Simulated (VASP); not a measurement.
Wanted: the native input for a VASP 6.6.1 run.

```
Task                   : single point
Functional             : PBE
Potentials or basis    : VASP PAW PBE potentials, release 64 (Cd)
Cutoff                 : 520 eV
k mesh                 : 14 × 14 × 7
Occupations            : fermi-dirac, width 0.05 eV
Spin                   : no spin polarisation
Dipole correction      : no
Further INCAR settings : ALGO = Normal; EDIFF = 1e-07; NBANDS = 19
```

The structure of Cd lies in POSCAR:

```
Cd
1.0
    3.0372966056      0.0000000000      0.0000000000
   -1.5186483028      2.6303760192      0.0000000000
    0.0000000000      0.0000000000      5.7278279719
Cd
2
Direct
    0.3333333333      0.6666666667      0.2500000000
    0.6666666667      0.3333333333      0.7500000000
```

The input as run:

INCAR

```
SYSTEM = Cd
  PREC = Accurate
  ENCUT = 520
  EDIFF = 1E-7
  ISMEAR = -1
  SIGMA = 0.05
  LREAL = .FALSE.
  LASPH = .TRUE.
  NELM = 100
  ALGO = Normal
  ISIF = 2
  LWAVE = .FALSE.
  LCHARG = .FALSE.
  GGA = PE
  NBANDS = 19
```

KPOINTS

```
Automatic mesh
0
G
  14 14 7
  0 0 0
```

Potentials or basis: VASP PAW PBE potentials, release 64 (Cd).

Launch:

```bash
$ cat potpaw_PBE.64/Cd/POTCAR > POTCAR
$ mpirun -np 1 vasp_std > vasp.out
```

It gave:

```yaml
Pressure: 0.2 GPa
Band_gap_on_the_k_mesh: zero (bands 12 and 13 overlap by 4.05 eV)
```

It took 100 s on 1 thread of Intel Xeon 8259CL, on a shared host, peak memory 0.21 GiB.
